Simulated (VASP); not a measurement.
Set up this calculation in VASP 6.6.1, as the native input.

```
Task                   : single point
Functional             : PBE
Potentials or basis    : VASP PAW PBE potentials, release 64 (B, N)
Cutoff                 : 520 eV
k mesh                 : 12 × 12 × 12
Occupations            : gaussian, width 0.05 eV
Spin                   : no spin polarisation
Dipole correction      : no
Further INCAR settings : ALGO = Normal; EDIFF = 1e-06; NBANDS = 11
```

The structure of BN lies in POSCAR:

```
BN
1.0
    0.0000000000      1.5761327670      1.8231726628
    1.8231726628      0.0000000000      1.8231726628
    1.8231726628      1.5761327670      0.0000000000
B N
1 1
Direct
    0.0000000000      0.0000000000      0.0000000000
    0.7500000000      0.7500000000      0.7500000000
```

This cell differs from its parent crystal: volume 5.239 Å^3 an atom, c/a of the conventional cell 0.8645.

The input as run:

INCAR

```
ALGO = Normal ; EDIFF = 1E-6
ENCUT = 520 ; GGA = PE
ISIF = 2 ; ISMEAR = 0
LASPH = True ; LCHARG = False
LREAL = False ; LWAVE = False
NBANDS = 11 ; NELM = 100
PREC = Accurate ; SIGMA = 0.05
```

KPOINTS

```
k-points
0
Gamma
  12 12 12
```

Potentials or basis: VASP PAW PBE potentials, release 64 (B, N).

Run with:

```sh
$ cat potpaw_PBE.64/B/POTCAR potpaw_PBE.64/N/POTCAR > POTCAR
$ mpirun -np 1 vasp_std > vasp.out
```

Results of the run:

| Quantity | Value |
| --- | --- |
| Pressure | 59.4 GPa |
| Band gap on the k mesh | 2.11 eV, indirect (least direct gap 8.09 eV) |

Wall time 26 s on 1 thread of Intel Xeon 8259CL, on a shared host, peak memory 0.13 GiB.
